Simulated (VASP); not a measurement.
Wanted: the native input for a VASP 6.6.1 run.

| Quantity | Value |
| --- | --- |
| Task | single point |
| Functional | HSE06 |
| Potentials or basis | VASP PAW PBE potentials, release 64 (B, P) |
| Cutoff | 520 eV |
| k mesh | 6 × 6 × 6 |
| Occupations | gaussian, width 0.01 eV |
| Spin | no spin polarisation |
| Dipole correction | no |
| Grid for exact exchange (PRECFOCK) | Normal |
| Further INCAR settings | ALGO = Normal; EDIFF = 1e-07; NBANDS = 11 |
| Share of exact exchange | 0.25 |
| Screening parameter | 0.2079 1/Å |

BP:

```xyz
2
Lattice="0.0000 2.2343 2.2343 2.2343 0.0000 2.2343 2.2343 2.2343 0.0000" Properties=species:S:1:pos:R:3 pbc="T T T"
B     0.0000    0.0000    0.0000
P     1.1171    1.1171    1.1171
```

This cell differs from its parent crystal: strain -1.5%.

One way to write it, as run:

POSCAR

```
BP
1.0
    0.0000000000      2.2342909487      2.2342909487
    2.2342909487      0.0000000000      2.2342909487
    2.2342909487      2.2342909487      0.0000000000
B P
1 1
Direct
    0.0000000000      0.0000000000      0.0000000000
    0.2500000000      0.2500000000      0.2500000000
```

INCAR.step1

```
  PREC = Accurate
  ENCUT = 520
  EDIFF = 1E-5
  ISMEAR = 0
  SIGMA = 0.01
  LREAL = False
  LASPH = True
  NELM = 80
  ALGO = Normal
  ISIF = 2
  LWAVE = True
  LCHARG = False
  GGA = PE
  NBANDS = 11
```

INCAR.step2

```
  PREC = Accurate
  ENCUT = 520
  EDIFF = 1E-7
  ISMEAR = 0
  SIGMA = 0.01
  LREAL = False
  LASPH = True
  NELM = 80
  ALGO = Normal
  ISIF = 2
  LWAVE = False
  LCHARG = False
  GGA = PE
  LHFCALC = True
  HFSCREEN = 0.2079
  PRECFOCK = Normal
  ISTART = 1
  NBANDS = 11
```

KPOINTS

```
Automatic mesh
0
Gamma
  6 6 6
```

Potentials or basis: VASP PAW PBE potentials, release 64 (B, P).

The run is started by

```console
$ cat potpaw_PBE.64/B/POTCAR potpaw_PBE.64/P/POTCAR > POTCAR
$ cp INCAR.step1 INCAR
$ mpirun -np 1 vasp_std > vasp.out
$ cp INCAR.step2 INCAR
$ mpirun -np 1 vasp_std > vasp.out
```

It gave:

| Item | Value |
| --- | --- |
| Pressure | 6.4 GPa |
| Band gap on the k mesh | 1.97 eV (least direct gap 4.41 eV) |

Caveat: the cell differs from its parent crystal (strain -1.5%); the cell stands under pressure; the PAW data sets were made with another functional, which shifts forces and pressure a little.

Run time: 2.9 min on 1 thread of Intel(R) Xeon(R) 6975P-C (Granite Rapids), on a shared host, peak memory 0.24 GiB.
